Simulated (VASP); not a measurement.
# HfC (P6_3/mmc) in VASP: notebook, part 2 of 2

VASP 6.6.1.

## (5) Single point, LDA

This run uses another cell than the first one, of 12.59 Å³/atom, 1.064 times its volume.

File INCAR:

```
ALGO = Normal
EDIFF = 1E-7
ENCUT = 520
GGA = CA
ISIF = 2
ISMEAR = -1
LASPH = T
LCHARG = F
LREAL = F
LWAVE = F
NBANDS = 22
NELM = 60
PREC = Accurate
SIGMA = 0.1
```

File KPOINTS:

```
k-points
0
Gamma
  8 8 5
```

File POSCAR:

```
HfC
1.0
    3.3428660500      0.0000000000      0.0000000000
   -1.6714330300      2.8950069200      0.0000000000
    0.0000000000      0.0000000000      5.2027140000
Hf C
2 2
Direct
    0.6666666667      0.3333333333      0.7500000000
    0.3333333333      0.6666666667      0.2500000000
    0.0000000000      0.0000000000      0.0000000000
    0.0000000000      0.0000000000      0.5000000000
```

Potentials or basis: VASP PAW LDA potentials, release 64 (Hf_pv, C).

On the command line:

```
$ cat potpaw_LDA.64/Hf_pv/POTCAR potpaw_LDA.64/C/POTCAR > POTCAR
$ mpirun -np 1 vasp_std > vasp.out
```

OUTCAR:

```text
EDIFF = 1E-7
   ENCUT = 520
   GGA = CA
   ISIF = 2
   ISMEAR = -1
   LASPH = T
   LREAL = F
   NELM = 60
   PREC = Accurate

 ion  position               nearest neighbor table
   1  0.667  0.333  0.750-   3 2.33   4 2.33   3 2.33   4 2.33   3 2.33   4 2.33   2 3.24   2 3.24
                             2 3.24   2 3.24   2 3.24   2 3.24
   2  0.333  0.667  0.250-   3 2.33   4 2.33   3 2.33   4 2.33   3 2.33   4 2.33   1 3.24   1 3.24
                             1 3.24   1 3.24   1 3.24   1 3.24
   3  0.000  0.000  0.000-   1 2.33   2 2.33   1 2.33   2 2.33   1 2.33   2 2.33
[... 799 lines left out ...]
 [... further k-points ...]
[... 5 lines left out ...]
  --------------------------------------------------------------------------------------
  -------------------------------------------------------------------------------------
  Total       -4.2308665     -4.2308665     -3.1802878      0.0000000      0.0000000     -0.0000000
  in kB     -134.6298525   -134.6298524   -101.1995242      0.0000002      0.0000000     -0.0000000
  external PRESSURE =    -123.4864097 kB  Pullay stress =       0.0000000 kB

 VOLUME and BASIS-vectors are now :
 -----------------------------------------------------------------------------
  energy-cutoff  :      520.00
  volume of cell :       50.35
      direct lattice vectors                 reciprocal lattice vectors
     3.342866050  0.000000000  0.000000000     0.299144502  0.172711159  0.000000000
    -1.671433030  2.895006920  0.000000000     0.000000000  0.345422318  0.000000000
     0.000000000  0.000000000  5.202714000     0.000000000  0.000000000  0.192207375

 POSITION                                       TOTAL-FORCE (eV/Angst)
 -----------------------------------------------------------------------------------
      1.67143      0.96500      3.90204        -0.000000     -0.000000      0.000000
     -0.00000      1.93000      1.30068         0.000000      0.000000      0.000000
      0.00000      0.00000      0.00000        -0.000000      0.000000      0.000000
      0.00000      0.00000      2.60136         0.000000      0.000000      0.000000
 -----------------------------------------------------------------------------------
    total drift:                                0.000000     -0.000000      0.000000

  FREE ENERGIE OF THE ION-ELECTRON SYSTEM (eV)
  ---------------------------------------------------
  free  energy   TOTEN  =       -44.9428457465 eV

  energy  without entropy=      -44.9174515229  energy(sigma->0) =      -44.93014863
```

OSZICAR:

```text
N       E                     dE             d eps       ncg     rms          rms(c)
DAV:   1     0.812295180369E+02    0.81230E+02   -0.15389E+04  1320   0.125E+03
DAV:   2    -0.458923284465E+02   -0.12712E+03   -0.12097E+03  1708   0.285E+02
DAV:   3    -0.508853401241E+02   -0.49930E+01   -0.49429E+01  1680   0.411E+01
DAV:   4    -0.509407488800E+02   -0.55409E-01   -0.55331E-01  1678   0.468E+00
DAV:   5    -0.509414615221E+02   -0.71264E-03   -0.71255E-03  1796   0.444E-01    0.762E+01
DAV:   6    -0.453649163122E+02    0.55765E+01   -0.48071E+01  1566   0.238E+01    0.573E+01
DAV:   7    -0.450319448565E+02    0.33297E+00   -0.39676E+00  1494   0.858E+00    0.274E+01
DAV:   8    -0.449640818992E+02    0.67863E-01   -0.25860E-01  1648   0.297E+00    0.517E+00
DAV:   9    -0.449475797819E+02    0.16502E-01   -0.21273E-01  1504   0.168E+00    0.380E+00
DAV:  10    -0.449435297817E+02    0.40500E-02   -0.11314E-02  1658   0.558E-01    0.707E-01
DAV:  11    -0.449428701961E+02    0.65959E-03   -0.31152E-03  1636   0.237E-01    0.369E-01
DAV:  12    -0.449428455636E+02    0.24633E-04   -0.19666E-04  1736   0.604E-02    0.114E-02
DAV:  13    -0.449428460950E+02   -0.53142E-06   -0.37460E-06  1616   0.108E-02    0.197E-02
DAV:  14    -0.449428458085E+02    0.28651E-06   -0.67921E-07  1672   0.338E-03    0.571E-03
DAV:  15    -0.449428457465E+02    0.61932E-07   -0.31841E-07  1346   0.255E-03
   1 F= -.44942846E+02 E0= -.44930149E+02  d E =-.253942E-01
```

Run time: 29 s. Hardware: 1 thread of Intel Xeon Platinum 8259CL at 2.50GHz (Skylake/Cascade Lake), shared host; peak memory 0.17 GiB.

Results:

| Quantity | Value |
| --- | --- |
| Free energy | -44.9428 eV |
| Pressure | -12.3 GPa |
| Band gap on the k mesh | zero (band 14 reaches 7.27 eV, above the bottom of band 15 at 6.11 eV) |

Caveat: spin-orbit coupling is left out, which moves the levels of the heavy elements.

## (6) Single point, LDA

This run uses another cell than the first one, of 12.84 Å³/atom, 1.085 times its volume.

File INCAR:

```
SYSTEM = HfC
PREC = Accurate ; ENCUT = 520
EDIFF = 1E-6 ; ISMEAR = -1
SIGMA = 0.1 ; LREAL = .False.
LASPH = .True. ; NELM = 80
ALGO = Normal ; ISIF = 2
LWAVE = .False. ; LCHARG = .True.
GGA = CA ; LELF = .True.
LVHAR = .True. ; NBANDS = 22
```

File KPOINTS:

```
regular mesh
0
Gamma
  8 8 5
  0 0 0
```

File POSCAR:

```
HfC
1.0
    3.3650048809      0.0000000000      0.0000000000
   -1.6825024455      2.9141797100      0.0000000000
    0.0000000000      0.0000000000      5.2371700637
Hf C
2 2
Direct
    0.6666666667      0.3333333333      0.7500000000
    0.3333333333      0.6666666667      0.2500000000
    0.0000000000      0.0000000000      0.0000000000
    0.0000000000      0.0000000000      0.5000000000
```

Potentials or basis: VASP PAW LDA potentials, release 64 (Hf_pv, C).

On the command line:

```
$ cat potpaw_LDA.64/Hf_pv/POTCAR potpaw_LDA.64/C/POTCAR > POTCAR
$ mpirun -np 1 vasp_std > vasp.out
```

OUTCAR:

```text
SYSTEM = HfC
   PREC = Accurate
   ENCUT = 520
   EDIFF = 1E-6
   ISMEAR = -1
   LREAL = .False.
   LASPH = .True.
   NELM = 80
   ISIF = 2
   GGA = CA

 ion  position               nearest neighbor table
   1  0.667  0.333  0.750-   3 2.34   4 2.34   3 2.34   4 2.34   3 2.34   4 2.34   2 3.26   2 3.26
                             2 3.26   2 3.26   2 3.26   2 3.26
   2  0.333  0.667  0.250-   3 2.34   4 2.34   3 2.34   4 2.34   3 2.34   4 2.34   1 3.26   1 3.26
                             1 3.26   1 3.26   1 3.26   1 3.26
   3  0.000  0.000  0.000-   1 2.34   2 2.34   1 2.34   2 2.34   1 2.34   2 2.34
   4  0.000  0.000  0.500-   1 2.34   2 2.34   1 2.34   2 2.34   1 2.34   2 2.34

[... 804 lines left out ...]
  -------------------------------------------------------------------------------------
  Total       -5.6294851     -5.6294851     -4.4953766      0.0000000     -0.0000000      0.0000000
  in kB     -175.6226602   -175.6226602   -140.2419560      0.0000003     -0.0000000      0.0000000
  external PRESSURE =    -163.8290921 kB  Pullay stress =       0.0000000 kB

 VOLUME and BASIS-vectors are now :
 -----------------------------------------------------------------------------
  energy-cutoff  :      520.00
  volume of cell :       51.36
      direct lattice vectors                 reciprocal lattice vectors
     3.365004881  0.000000000  0.000000000     0.297176389  0.171574869  0.000000000
    -1.682502445  2.914179710  0.000000000     0.000000000  0.343149737  0.000000000
     0.000000000  0.000000000  5.237170064     0.000000000  0.000000000  0.190942816

 POSITION                                       TOTAL-FORCE (eV/Angst)
 -----------------------------------------------------------------------------------
      1.68250      0.97139      3.92788        -0.000000      0.000000      0.000000
     -0.00000      1.94279      1.30929         0.000000     -0.000000      0.000000
      0.00000      0.00000      0.00000        -0.000000     -0.000000      0.000000
      0.00000      0.00000      2.61859        -0.000000     -0.000000      0.000000
 -----------------------------------------------------------------------------------
    total drift:                               -0.000000      0.000000     -0.000000

  FREE ENERGIE OF THE ION-ELECTRON SYSTEM (eV)
  ---------------------------------------------------
  free  energy   TOTEN  =       -44.8526451182 eV

  energy  without entropy=      -44.8266636408  energy(sigma->0) =      -44.83965438
```

It took 27 s on 1 thread of Intel Xeon Platinum 8259CL at 2.50GHz (Skylake/Cascade Lake), shared host; peak memory 0.17 GiB.

Results:

| Item | Value |
| --- | --- |
| Free energy | -44.8526 eV |
| Pressure | -16.4 GPa |
| Band gap on the k mesh | zero (band 14 reaches 7.11 eV, above the bottom of band 15 at 5.96 eV) |

Levels at points of the mesh, in eV from the Fermi level:
| k point | band 11 | band 12 | band 13 | band 14 | band 15 | band 16 | band 17 | band 18 |
| --- | --- | --- | --- | --- | --- | --- | --- | --- |
| (0.00, 0.00, 0.00) | -2.98 | -1.12 | -1.12 | 1.02 | 1.42 | 1.42 | 1.87 | 1.87 |
| (0.50, 0.00, 0.00) | -3.35 | -3.17 | -1.70 | -1.04 | 1.46 | 4.22 | 4.66 | 4.68 |

Caveat: spin-orbit coupling is left out, which moves the levels of the heavy elements.

## (7) The runs side by side

| cell | gap on the mesh (eV) | pressure (GPa) |
| --- | --- | --- |
| a = 3.275, b = 3.275, c = 5.097 Å, angles 90.0, 90.0, 120.0°, 4 atoms | none | 2.7 |
| a = 3.298, b = 3.298, c = 5.132 Å, angles 90.0, 90.0, 120.0°, 4 atoms | none | -2.9 |
| a = 3.320, b = 3.320, c = 5.168 Å, angles 90.0, 90.0, 120.0°, 4 atoms | none | -7.8 |
| a = 3.343, b = 3.343, c = 5.203 Å, angles 90.0, 90.0, 120.0°, 4 atoms | none | -12.3 |
| a = 3.365, b = 3.365, c = 5.237 Å, angles 90.0, 90.0, 120.0°, 4 atoms | none | -16.4 |

Alike in all rows: task single point; level LDA; potentials or basis VASP PAW LDA potentials, release 64 (Hf_pv, C); no spin polarisation; k mesh 8 × 8 × 5; cutoff (eV) 520; smearing fermi-dirac 0.1 eV.

Caveats: spin-orbit coupling is left out, which moves the levels of the heavy elements.

Total energies depend on the potentials used, so only differences within one code and one set of settings carry meaning.
